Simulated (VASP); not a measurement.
Write the native input for VASP 6.6.1 that does the following.

```
Task                   : single point
Functional             : PBE
Potentials or basis    : VASP PAW PBE potentials, release 64 (Mg, O, H)
Cutoff                 : 520 eV
k mesh                 : 2 × 2 × 2
Occupations            : fermi-dirac, width 0.05 eV
Spin                   : collinear spin
Starting moments       : [0.0, 0.0, 0.0, 0.0, 0.0, 0.0, 0.0, 0.0, 0.0, 0.0, 0.0, 0.0, 0.0, 0.0, 0.0, 0.0, 1.0] μB
Dipole correction      : no
Further INCAR settings : LREAL = Auto; ALGO = Normal; EDIFF = 1e-06; NBANDS = 50
```

The structure of Mg8HO8 (a cell with a defect) lies in POSCAR:

```
Mg8HO8
1.0
    0.0000000000      3.8650000000      3.8650000000
    3.8650000000      0.0000000000      3.8650000000
    3.8650000000      3.8650000000      0.0000000000
Mg O H
8 8 1
Direct
   -0.0000517464     -0.0059249677      0.0008020699
    0.0091073739      0.0154204398      0.4794049159
   -0.0260543338      0.5008796895      0.0224579560
    0.0161966365      0.5164294955      0.4932988357
    0.4848124191      0.0195084088     -0.0117205692
    0.5045148771     -0.0021862872      0.5050582147
    0.5036998706      0.4977749030     -0.0065459250
    0.5052910737      0.4828072445      0.5079560155
    0.2466623545      0.2698706339      0.2373997413
    0.2436481242      0.2485381630      0.7509184994
    0.2563260026      0.7542302717      0.2299094437
    0.2440879690      0.7298318241      0.7771539457
    0.7321216041      0.2344243208      0.2658344114
    0.7502846054      0.2445407503      0.7536998706
    0.7615782665      0.7371021992      0.2611642950
    0.7624450194      0.7484734799      0.7445924968
    0.3932212160      0.8727813713      0.3816300129
```

These files were run (other wordings do the same):

INCAR

```
SYSTEM = Mg8HO8
PREC = Accurate
ENCUT = 520
EDIFF = 1E-6
ISMEAR = -1
SIGMA = 0.05
LREAL = Auto
LASPH = .TRUE.
NELM = 150
ALGO = Normal
ISIF = 2
LWAVE = .FALSE.
LCHARG = .FALSE.
ISPIN = 2
MAGMOM = 0 0 0 0 0 0 0 0 0 0 0 0 0 0 0 0 1
LORBIT = 11
GGA = PE
NBANDS = 50
```

KPOINTS

```
Automatic mesh
0
G
  2 2 2
  0 0 0
```

Potentials or basis: VASP PAW PBE potentials, release 64 (Mg, O, H).

Run with:

```console
$ cat potpaw_PBE.64/Mg/POTCAR potpaw_PBE.64/O/POTCAR potpaw_PBE.64/H/POTCAR > POTCAR
$ mpirun -np 1 vasp_std > vasp.out
```

It gave:

| Property | Result |
| --- | --- |
| Pressure | 90.9 GPa |
| Largest force | 2.904 eV/Å |
| Net moment | 0.75 μB per cell |
| Site moments | Mg +0.00, +0.01 (each value once); O +0.07, -0.00, +0.06, +0.08, +0.09 (each value once); H +0.24 μB |
| Valence electrons inside the program's atomic spheres | Mg 0.66, 0.62, 0.65, 0.67, 0.68, 0.63 (each value once); O 5.28, 5.30, 5.29, 5.26, 5.31, 5.27 (each value once); H 0.65 |

Caveat: the k points lie up to 0.70 Å⁻¹ apart; the atoms stand as in a frame of molecular dynamics.

It took 11 min on 1 thread of Intel Xeon 8259CL, on a shared host, peak memory 0.34 GiB.
